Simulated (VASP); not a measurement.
MnPt3: single point with LDA

The system is MnPt3.

```
Mn Pt
1.0
     0.00000    3.84230    3.84230
     3.84230    0.00000    3.84230
     3.84230    3.84230    0.00000
Mn Pt
2 6
Cartesian
  0.0000 0.0000 0.0000
  3.8423 3.8423 3.8423
  0.0000 1.9211 1.9211
  1.9211 0.0000 1.9211
  1.9211 1.9211 0.0000
  3.8423 5.7634 5.7634
  5.7634 3.8423 5.7634
  5.7634 5.7634 3.8423
```

```
Program             : VASP 6.6.1
Task                : single point
Functional          : LDA
Potentials or basis : VASP PAW LDA potentials, release 64 (Mn_pv, Pt)
Cutoff              : 520 eV
k mesh              : 8 × 8 × 8
Occupations         : gaussian, width 0.05 eV
Spin                : collinear spin, ferromagnetic start
Starting moments    : [3.5, 3.5, 0.0, 0.0, 0.0, 0.0, 0.0, 0.0] μB
```

```yaml
Pressure: 0.3 GPa
Net_moment: 8.30 μB per cell
Site_moments: Mn +3.54; Pt +0.16 μB
Valence_electrons_inside_the_program's_atomic_spheres: Mn 11.59; Pt 9.46
```

Levels at points of the mesh, in eV from the Fermi level:
Spin up:
```tsv
k point	band 43	band 44	band 45	band 46	band 47	band 48	band 49	band 50
(0.00, 0.00, 0.00)	0.03	0.03	0.15	0.15	0.15	0.15	0.63	0.63
(0.50, 0.00, 0.00)	-0.13	-0.13	-0.13	-0.13	0.29	0.29	2.75	2.75
(0.50, 0.50, 0.00)	-1.51	-1.51	-0.95	-0.81	0.02	0.64	0.98	1.77
```
Spin down:
| k point | band 36 | band 37 | band 38 | band 39 | band 40 | band 41 | band 42 | band 43 |
| --- | --- | --- | --- | --- | --- | --- | --- | --- |
| (0.00, 0.00, 0.00) | 0.28 | 0.28 | 0.28 | 0.76 | 0.76 | 0.76 | 1.82 | 1.82 |
| (0.50, 0.00, 0.00) | -1.70 | -0.61 | -0.61 | 0.42 | 0.42 | 1.06 | 1.06 | 1.06 |
| (0.50, 0.50, 0.00) | -1.74 | -1.52 | -1.44 | -0.70 | 0.65 | 0.65 | 0.76 | 0.98 |

It took 14 min on 1 thread of Intel Xeon 8259CL (shared host), peak memory 0.39 GiB.

Caveat: spin-orbit coupling is left out, which moves the levels of the heavy elements.
